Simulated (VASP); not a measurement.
# K (Cmmm) in VASP: a series of runs

K is run at these levels: LDA; tasks: single point.

Everything below comes from runs of VASP 6.6.1. Logs are shortened: lines on timing, memory, paths and dates and some standing lists are left out, and cuts for length are marked.

### Step 1. The cell of the first run

Symmetry: Cmmm, No. 65, orthorhombic system. Conventional cell: a = 7.402 Å, b = 11.048 Å, c = 8.367 Å, α = 90.00°, β = 90.00°, γ = 90.00°. Within 4.9 Å of K (site symmetry 2) lie 6 K at 3.70 to 4.18 Å. Within 5.2 Å of K (site symmetry mmm) lie 8 K at 3.93 Å.

### Step 2. Single point, LDA

The input, INCAR:

```
SYSTEM = K
ALGO = Normal
EDIFF = 1E-7
ENCUT = 520
GGA = CA
ISIF = 2
ISMEAR = -1
LASPH = .TRUE.
LCHARG = .FALSE.
LREAL = .FALSE.
LWAVE = .FALSE.
NBANDS = 30
NELM = 60
PREC = Accurate
SIGMA = 0.01
```

The input, KPOINTS:

```
Automatic mesh
0
Gamma
  4 4 3
  0.5 0.5 0.5
```

The input, POSCAR:

```
K
1.0
    3.7010000000     -5.5240000000      0.0000000000
    3.7010000000      5.5240000000      0.0000000000
    0.0000000000      0.0000000000      8.3670000000
K
5
Direct
    0.5000000000      0.0000000000      0.2500000000
    0.0000000000      0.5000000000      0.7500000000
    0.0000000000      0.5000000000      0.2500000000
    0.5000000000      0.0000000000      0.7500000000
    0.0000000000      0.0000000000      0.0000000000
```

Potentials or basis: VASP PAW LDA potentials, release 64 (K_sv).

Run with:

```console
$ cat potpaw_LDA.64/K_sv/POTCAR > POTCAR
$ mpirun -np 1 vasp_std > vasp.out
```

OUTCAR:

```text
SYSTEM = K
   EDIFF = 1E-7
   ENCUT = 520
   GGA = CA
   ISIF = 2
   ISMEAR = -1
   LASPH = .TRUE.
   LREAL = .FALSE.
   NELM = 60
   PREC = Accurate

 ion  position               nearest neighbor table
   1  0.500  0.000  0.250-   3 3.70   3 3.70
   2  0.000  0.500  0.750-   4 3.70   4 3.70
   3  0.000  0.500  0.250-   1 3.70   1 3.70
   4  0.500  0.000  0.750-   2 3.70   2 3.70
   5  0.000  0.000  0.000-

  LATTYP: Found a base centered orthorhombic cell.
 ALAT       =     7.4020000000
 B/A-ratio  =     1.4925695758
 C/A-ratio  =     1.1303701702

  Lattice vectors:

 A1 = (   3.7010000000,  -5.5240000000,   0.0000000000)
 A2 = (   3.7010000000,   5.5240000000,   0.0000000000)
 A3 = (   0.0000000000,   0.0000000000,   8.3670000000)

Analysis of symmetry for initial positions (statically):
=====================================================================
 Subroutine PRICEL returns:
 Original cell was already a primitive cell.

 Routine SETGRP: Setting up the symmetry group for a
 base centered orthorhombic supercell.

 Subroutine GETGRP returns: Found  8 space group operations
 (whereof  8 operations were pure point group operations)
 out of a pool of  8 trial point group operations.

The static configuration has the point symmetry D_2h.

Analysis of symmetry for dynamics (positions and initial velocities):
=====================================================================
 Subroutine PRICEL returns:
 Original cell was already a primitive cell.

 Routine SETGRP: Setting up the symmetry group for a
 base centered orthorhombic supercell.

 Subroutine GETGRP returns: Found  8 space group operations
 (whereof  8 operations were pure point group operations)
 out of a pool of  8 trial point group operations.

The dynamic configuration has the point symmetry D_2h.

 Subroutine INISYM returns: Found  8 space group operations
 (whereof  8 operations are pure point group operations),
 and found     1 'primitive' translations

----------------------------------------------------------------------------------------

                                     Primitive cell

  volume of cell :     342.1153

  direct lattice vectors                    reciprocal lattice vectors
     3.701000000 -5.524000000  0.000000000     0.135098622 -0.090514120  0.000000000
     3.701000000  5.524000000  0.000000000     0.135098622  0.090514120  0.000000000
     0.000000000  0.000000000  8.367000000     0.000000000  0.000000000  0.119517151

  length of vectors
     6.649208750  6.649208750  8.367000000     0.162617476  0.162617476  0.119517151

  position of ions in fractional coordinates (direct lattice)
     0.500000000  1.000000000  0.250000000
     1.000000000  0.500000000  0.750000000
     1.000000000  0.500000000  0.250000000
     0.500000000  1.000000000  0.750000000
     0.000000000  0.000000000  0.000000000

  ion indices of the primitive-cell ions
   primitive index   ion index
                 1           1
                 2           2
                 3           3
                 4           4
                 5           5

----------------------------------------------------------------------------------------

 KPOINTS: Automatic mesh

Automatic generation of k-mesh.
 Grid dimensions read from file:
 generate k-points for:    4    4    3

 Generating k-lattice:

  Cartesian coordinates                     Fractional coordinates (reciprocal lattice)
     0.033774655 -0.022628530  0.000000000     0.250000000 -0.000000000  0.000000000
     0.033774655  0.022628530  0.000000000    -0.000000000  0.250000000  0.000000000
     0.000000000  0.000000000  0.039839050     0.000000000  0.000000000  0.333333333

  Length of vectors
     0.040654369  0.040654369  0.039839050

  Shift w.r.t. Gamma in fractional coordinates (k-lattice)
     0.500000000  0.500000000  0.500000000

 Subroutine IBZKPT returns following result:
 ===========================================

 Found     12 irreducible k-points:

 Following reciprocal coordinates:
            Coordinates               Weight
  0.125000  0.125000  0.166667      4.000000
  0.375000  0.125000  0.166667      8.000000
 -0.375000  0.125000  0.166667      8.000000
 -0.125000  0.125000  0.166667      4.000000
  0.375000  0.375000  0.166667      4.000000
 -0.375000  0.375000  0.166667      4.000000
  0.125000  0.125000  0.500000      2.000000
  0.375000  0.125000  0.500000      4.000000
 -0.375000  0.125000  0.500000      4.000000
 -0.125000  0.125000  0.500000      2.000000
  0.375000  0.375000  0.500000      2.000000
 -0.375000  0.375000  0.500000      2.000000
   k-points           NKPTS =     12   k-points in BZ     NKDIM =     12   number of bands    NBANDS=     30
   number of dos      NEDOS =    301   number of ions     NIONS =      5
   total plane-waves  NPLWV = 160000
   dimension x,y,z NGX =    50 NGY =   50 NGZ =   64
   dimension x,y,z NGXF=   100 NGYF=  100 NGZF=  128
   ions per type =               5
   NGX,Y,Z   is equivalent  to a cutoff of  12.50, 12.50, 12.72 a.u.
   NGXF,Y,Z  is equivalent  to a cutoff of  25.00, 25.00, 25.43 a.u.
 SYSTEM =  K
   PREC   = accura    normal or accurate (medium, high low for compatibility)
   ISTART =      0    job   : 0-new  1-cont  2-samecut
   ICHARG =      2    charge: 1-file 2-atom 10-const
   ISPIN  =      1    spin polarized calculation?
   LNONCOLLINEAR =      F non collinear calculations
   LSORBIT =      F    spin-orbit coupling
   LASPH  =      T    aspherical Exc in radial PAW
   ENCUT  =  520.0 eV  38.22 Ry    6.18 a.u.  12.36 12.36 15.56*2*pi/ulx,y,z
   NELM   =     60;   NELMIN=  2; NELMDL= -5     # of ELM steps
   EDIFF  = 0.1E-06   stopping-criterion for ELM
   LREAL  =      F    real-space projection
   EDIFFG = 0.1E-05   stopping-criterion for IOM
   NSW    =      0    number of steps for IOM
   IBRION =     -1    ionic relax: 0-MD 1-quasi-New 2-CG
   NFREE  =      0    steps in history (QN), initial steepest desc. (CG)
   ISIF   =      2    stress and relaxation
   ISYM   =      2    0-nonsym 1-usesym 2-fastsym
   POTIM  = 0.5000    time-step for ionic-motion
   TEBEG  =    0.0;   TEEND  =   0.0 temperature during run
   PSTRESS=    0.0 pullay stress
   NELECT =      45.0000    total number of electrons
   NUPDOWN=      -1.0000    fix difference up-down
   EMIN   =  10.00;   EMAX   =-10.00  energy-range for DOS
   EFERMI =   0.00;   METHOD = LEGACY
   ISMEAR =    -1;   SIGMA  =   0.01  broadening in eV -4-tet -1-fermi 0-gaus
   EFERMI_NEDOS =   21; number of points for ismear=-14 and -15
   IALGO  =     38    algorithm
   IMIX   =      4    mixing-type and parameters
     AMIX     =   0.40;   BMIX     =  1.00
     AMIX_MAG =   1.60;   BMIX_MAG =  1.00
  volume/ion in A,a.u.               =      68.42       461.74
  Fermi-wavevector in a.u.,A,eV,Ry     =   0.832571  1.573332  9.431221  0.693175
  Thomas-Fermi vector in A             =   1.945650
   LORBIT       =      0    0 simple, 1 ext, 2 COOP (PROOUT), +10 PAW based schemes
   GGA     = CA    functional components
   LHFCALC =     F    Hartree Fock is set to
   AEXX    =    0.0000 exact exchange contribution
   IVDW    =     0    specifies the selected vdW correction
   LEPSILON=     F    determine dielectric tensor
   LRPA    =     F    only Hartree local field effects (RPA)
 non-spin polarized calculation
  energy-cutoff  :      520.00
  volume of cell :      342.12
 maximum number of plane-waves:      9226
 NGX is ok and might be reduce to    50
   NGX = 25   NGY = 25   NGZ = 31

 number of electron      44.9999995 magnetization

 Free energy of the ion-electron system (eV)
  ---------------------------------------------------
  ext. energy  EPLUGINS =         0.00000000
  ---------------------------------------------------
  free energy    TOTEN  =        -4.68100844 eV

  energy without entropy =       -4.68010655  energy(sigma->0) =       -4.68055750

 E-fermi :  -0.1104     XC(G=0):  -5.9665

 val. band max:       -0.1274046125   @ k =   0.3750   0.3750   0.5000
 cond. band min:      -0.0836528319   @ k =  -0.3750   0.3750   0.1667
 fundamental gap:      0.0437517806
 Fermi energy:        -0.1104212869

 k-point     1 :       0.1250    0.1250    0.1667
  band No.  band energies     occupation
      1     -32.1358      2.00000
      2     -32.1274      2.00000
      3     -32.1124      2.00000
      4     -32.1069      2.00000
      5     -32.0713      2.00000
      6     -16.0448      2.00000
[... 22 lines left out ...]
     29       2.1105      0.00000
     30       2.2751      0.00000

 k-point     2 :       0.3750    0.1250    0.1667
  band No.  band energies     occupation
      1     -32.1247      2.00000
      2     -32.1227      2.00000
      3     -32.1172      2.00000
      4     -32.1170      2.00000
      5     -32.0722      2.00000
      6     -15.9626      2.00000
[... 22 lines left out ...]
     29       1.6608      0.00000
     30       2.2028      0.00000

 k-point     3 :      -0.3750    0.1250    0.1667
  band No.  band energies     occupation
      1     -32.1344      2.00000
      2     -32.1272      2.00000
      3     -32.1128      2.00000
      4     -32.1069      2.00000
      5     -32.0724      2.00000
      6     -16.0321      2.00000
[... 22 lines left out ...]
     29       1.7196      0.00000
     30       1.9109      0.00000

 k-point     4 :      -0.1250    0.1250    0.1667
  band No.  band energies     occupation
      1     -32.1398      2.00000
      2     -32.1315      2.00000
      3     -32.1082      2.00000
      4     -32.1027      2.00000
      5     -32.0715      2.00000
      6     -16.0852      2.00000
[... 220 lines left out ...]
     29       1.8029      0.00000
     30       1.8727      0.00000

 k-point    11 :       0.3750    0.3750    0.5000
  band No.  band energies     occupation
      1     -32.1300      2.00000
      2     -32.1299      2.00000
      3     -32.1106      2.00000
      4     -32.1097      2.00000
      5     -32.0734      2.00000
      6     -16.0260      2.00000
[... 22 lines left out ...]
     29       2.1227      0.00000
     30       2.3114      0.00000

 k-point    12 :      -0.3750    0.3750    0.5000
  band No.  band energies     occupation
      1     -32.1348      2.00000
      2     -32.1342      2.00000
      3     -32.1055      2.00000
      4     -32.1055      2.00000
      5     -32.0738      2.00000
      6     -16.0684      2.00000
[... 22 lines left out ...]
     29       2.0045      0.00000
     30       2.0443      0.00000

------------------------ aborting loop because EDIFF is reached ----------------------------------------

  FORCE on cell =-STRESS in cart. coord.  units (eV):
  Direction    XX          YY          ZZ          XY          YZ          ZX
  --------------------------------------------------------------------------------------
  -------------------------------------------------------------------------------------
  Total        3.3067955      0.6748116      1.2509133      0.0000000      0.0000000      0.0000000
  in kB       15.4862192      3.1602440      5.8582145      0.0000000      0.0000000      0.0000000
  external PRESSURE =       8.1682259 kB  Pullay stress =       0.0000000 kB

 VOLUME and BASIS-vectors are now :
 -----------------------------------------------------------------------------
  energy-cutoff  :      520.00
  volume of cell :      342.12
      direct lattice vectors                 reciprocal lattice vectors
     3.701000000 -5.524000000  0.000000000     0.135098622 -0.090514120  0.000000000
     3.701000000  5.524000000  0.000000000     0.135098622  0.090514120  0.000000000
     0.000000000  0.000000000  8.367000000     0.000000000  0.000000000  0.119517151

 POSITION                                       TOTAL-FORCE (eV/Angst)
 -----------------------------------------------------------------------------------
      1.85050     -2.76200      2.09175        -0.000000     -0.000000      0.186926
      1.85050      2.76200      6.27525        -0.000000      0.000000     -0.186926
      1.85050      2.76200      2.09175        -0.000000      0.000000      0.186926
      1.85050     -2.76200      6.27525         0.000000      0.000000     -0.186926
      0.00000      0.00000      0.00000         0.000000     -0.000000      0.000000
 -----------------------------------------------------------------------------------
    total drift:                                0.000000      0.000000     -0.000000

  FREE ENERGIE OF THE ION-ELECTRON SYSTEM (eV)
  ---------------------------------------------------
  free  energy   TOTEN  =        -4.6810084448 eV

  energy  without entropy=       -4.6801065508  energy(sigma->0) =       -4.68055750
```

It took 2 min on 1 thread of Intel Xeon Platinum 8259CL at 2.50GHz (Skylake/Cascade Lake), shared host; peak memory 0.34 GiB.

Results:

| Quantity | Value |
| --- | --- |
| Free energy | -4.6810 eV |
| Pressure | 0.8 GPa |
| Largest force | 0.187 eV/Å |
| Band gap on the k mesh | zero (an odd number of electrons rules out a gap without spin polarisation) |

Forces in eV/Å, atoms in the order of the input:
```
K    0.000  0.000  0.187
K    0.000  0.000 -0.187
K    0.000  0.000  0.187
K    0.000  0.000 -0.187
K    0.000  0.000  0.000
```

### Step 3. Single point, LDA

The input, INCAR:

```
  ALGO = Normal
  EDIFF = 1E-7
  ENCUT = 520
  ISIF = 2
  ISMEAR = -1
  LASPH = True
  LCHARG = False
  LREAL = False
  LWAVE = False
  NBANDS = 30
  NELM = 100
  PREC = Accurate
  SIGMA = 0.01
```

KPOINTS is that of step 2.

POSCAR is that of step 2.

Potentials or basis: VASP PAW LDA potentials, release 64 (K_sv).

Run with:

```console
$ cat potpaw_LDA.64/K_sv/POTCAR > POTCAR
$ mpirun -np 1 vasp_std > vasp.out
```

It took 1.7 min on 1 thread of Intel Xeon Platinum 8259CL at 2.50GHz (Skylake/Cascade Lake), shared host; peak memory 0.34 GiB.

The run converged. Its results:

- Free energy: -4.6810 eV
- Pressure: 0.8 GPa
- Largest force: 0.187 eV/Å
- Band gap on the k mesh: zero (an odd number of electrons rules out a gap without spin polarisation)

Forces in eV/Å, atoms in the order of the input:
```
K    0.000  0.000  0.187
K    0.000  0.000 -0.187
K    0.000  0.000  0.187
K    0.000  0.000 -0.187
K    0.000  0.000  0.000
```

Stress tensor (GPa, compression positive):
```
1.55 0.00 0.00
0.00 0.32 0.00
0.00 0.00 0.59
```

Levels at points of the mesh, in eV from the Fermi level:
```tsv
k point	band 19	band 20	band 21	band 22	band 23	band 24	band 25	band 26
(0.12, 0.12, 0.17)	-15.63	-15.63	-2.04	-0.45	0.44	0.64	0.81	1.33
```
